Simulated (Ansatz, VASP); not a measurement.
## Two plane-wave programs on Li5Sc

INCAR

```
SYSTEM = Li5Sc
PREC = Accurate ; ENCUT = 520
EDIFF = 1E-6 ; ISMEAR = 0
SIGMA = 0.1 ; LREAL = .False.
LASPH = .True. ; NELM = 100
ALGO = Normal ; ISIF = 2
LWAVE = .False. ; LCHARG = .False.
GGA = PE ; NBANDS = 22
```

File KPOINTS:

```
regular mesh
0
Gamma
  6 6 4
  0 0 0
```

Contents of POSCAR:

```
Li5Sc
1.0
    3.8564795300      0.0000000000      0.0000000000
   -1.9282397600      3.3398092400      0.0000000000
    0.0000000000      0.0000000000      6.7366165300
Li Sc
5 1
Direct
    0.8469069600      0.1530930400      0.0000000000
    0.8469069600      0.6938139100      0.0000000000
    0.3061860900      0.1530930400      0.0000000000
    0.6666666700      0.3333333300      0.6494245700
    0.6666666700      0.3333333300      0.3505754300
    0.3333333300      0.6666666700      0.5000000000
```

Input for Ansatz:

```yaml
crystal:
  lattice:
    - [3.85647953, 0.0, 0.0]
    - [-1.92823976, 3.33980924, 0.0]
    - [0.0, 0.0, 6.73661653]
  atoms:
    - { symbol: Li, position: [0.84690696, 0.15309304, 0.0] }
    - { symbol: Li, position: [0.84690696, 0.69381391, 0.0] }
    - { symbol: Li, position: [0.30618609, 0.15309304, 0.0] }
    - { symbol: Li, position: [0.66666667, 0.33333333, 0.64942457] }
    - { symbol: Li, position: [0.66666667, 0.33333333, 0.35057543] }
    - { symbol: Sc, position: [0.33333333, 0.66666667, 0.5] }
basis:
  ecutwfc: 420
kpoints:
  mp_grid: { grid: [6, 6, 4] }
hamiltonian:
  xc: pbe
scf:
  occupations: { method: gaussian, width: 0.1 }
  lower_state_search: "off"
output:
  forces: true
  stress: true
  eigenvalues: true
```

Alike in both runs: task single point; functional PBE; k mesh 6 × 6 × 4; occupations gaussian, width 0.1 eV; no spin polarisation.

|  | VASP | Ansatz |
| --- | --- | --- |
| version | VASP 6.6.1 | Ansatz 0.2.0 |
| potentials or method | VASP PAW PBE potentials, release 64 (Li_sv, Sc_sv), cutoff 520 eV | scalar-relativistic, plane waves, PAW |
| valence electrons in the cell | 26 | 26 |

|  | VASP | Ansatz | Ansatz less VASP |
| --- | --- | --- | --- |
| gap on the k mesh at the Fermi level (eV) | none | none | - |
| rms of the force components (eV/Å) | 1.215 | 1.232 | +0.0174 |

Atom by atom the forces differ by 0.040 eV/Å (rms over components). A gap of «none» marks a metal or a gap that the smearing closes. The functional is the same, so the differences come from potentials, cutoffs and numerics.

Noted on VASP's run: the cutoff is short for stress, so the pressure is rough.
